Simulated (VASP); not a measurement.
Wanted: the native input for a VASP 6.6.1 run.

| Quantity | Value |
| --- | --- |
| Task | single point |
| Functional | RPBE |
| Potentials or basis | VASP PAW PBE potentials, release 64 (Mn_pv) |
| Cutoff | 520 eV |
| k mesh | 12 × 12 × 12 |
| Occupations | fermi-dirac, width 0.05 eV |
| Spin | collinear spin, antiferromagnetic start |
| Starting moments | [2.622, -2.622] μB |
| Dipole correction | no |
| Further INCAR settings | ALGO = Normal; EDIFF = 1e-06; NBANDS = 24 |

The structure of Mn lies in POSCAR:

```
Mn
1.0
    0.0000000000      2.7220634962      2.7220634962
    2.7220634962      0.0000000000      2.7220634962
    2.7220634962      2.7220634962      0.0000000000
Mn
2
Direct
    0.1250000000      0.1250000000      0.1250000000
    0.8750000000      0.8750000000      0.8750000000
```

This cell differs from its parent crystal: volume scaled by 1.08.

The input as run:

INCAR

```
  PREC = Accurate
  ENCUT = 520
  EDIFF = 1E-6
  ISMEAR = -1
  SIGMA = 0.05
  LREAL = F
  LASPH = T
  NELM = 150
  ALGO = Normal
  ISIF = 2
  LWAVE = F
  LCHARG = F
  ISPIN = 2
  MAGMOM = 2.622 -2.622
  LORBIT = 11
  LMAXMIX = 4
  GGA = RP
  NBANDS = 24
```

KPOINTS

```
regular mesh
0
Gamma
  12 12 12
```

Potentials or basis: VASP PAW PBE potentials, release 64 (Mn_pv).

Run with:

```console
$ cat potpaw_PBE.64/Mn_pv/POTCAR > POTCAR
$ mpirun -np 1 vasp_std > vasp.out
```

It gave:

```json
{"Pressure": "-2.0 GPa", "Band gap on the k mesh": "zero (filled and empty bands overlap)", "Net moment": "0.00 μB per cell", "Site moments": "Mn +3.08, -3.08 μB", "Valence electrons inside the program's atomic spheres": "Mn 11.64"}
```

Caveat: the PAW data sets were made with another functional, which shifts forces and pressure a little.

Run time: 2.6 min on 1 thread of Intel(R) Xeon(R) Platinum 8259CL CPU @ 2.50GHz (Skylake/Cascade Lake), on a shared host, peak memory 0.24 GiB.
